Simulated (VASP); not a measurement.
Wanted: the native input for a VASP 6.6.1 run.

```
Task                   : single point
Functional             : PBE
Potentials or basis    : VASP PAW PBE potentials, release 64 (Cd, Te)
Cutoff                 : 520 eV
k mesh                 : 10 × 10 × 10
Occupations            : gaussian, width 0.05 eV
Spin                   : no spin polarisation
Dipole correction      : no
Further INCAR settings : ALGO = Normal; EDIFF = 1e-06; NBANDS = 16
```

The structure of CdTe lies in POSCAR:

```
CdTe
1.0
    0.0000000000      3.2094260826      3.3583169833
    3.2094260826      0.0000000000      3.3583169833
    3.2094260826      3.2094260826      0.0000000000
Cd Te
1 1
Direct
    0.0000000000      0.0000000000      0.0000000000
    0.7500000000      0.7500000000      0.7500000000
```

This cell differs from its parent crystal: strain -0.030 along x and y, +0.015 along z.

These files were run (other wordings do the same):

INCAR

```
SYSTEM = CdTe
ALGO     = Normal         ! electronic algorithm
EDIFF    = 1E-6           ! SCF threshold, eV
ENCUT    = 520            ! plane-wave cutoff, eV
GGA      = PE             ! functional
ISIF     = 2              ! what is computed and relaxed
ISMEAR   = 0              ! smearing method
LASPH    = .True.         ! aspherical terms in the spheres
LCHARG   = .False.        ! write CHGCAR
LREAL    = .False.        ! projectors in reciprocal space
LWAVE    = .False.        ! write WAVECAR
NBANDS   = 16             ! bands
NELM     = 100            ! most SCF steps
PREC     = Accurate       ! precision mode
SIGMA    = 0.05           ! smearing width, eV
```

KPOINTS

```
k-points
0
Gamma
  10 10 10
  0 0 0
```

Potentials or basis: VASP PAW PBE potentials, release 64 (Cd, Te).

Command:

```sh
$ cat potpaw_PBE.64/Cd/POTCAR potpaw_PBE.64/Te/POTCAR > POTCAR
$ mpirun -np 1 vasp_std > vasp.out
```

Results of the run:

The pressure is 1.9 GPa. The band gap on the k mesh is 0.66 eV.

Caveat: the cell differs from its parent crystal (strain -0.030 along x and y, +0.015 along z); spin-orbit coupling is left out, which moves the levels of the heavy elements.

It took 2.4 min on 1 thread of Intel Xeon 8259CL, with other jobs on the host, peak memory 0.28 GiB.
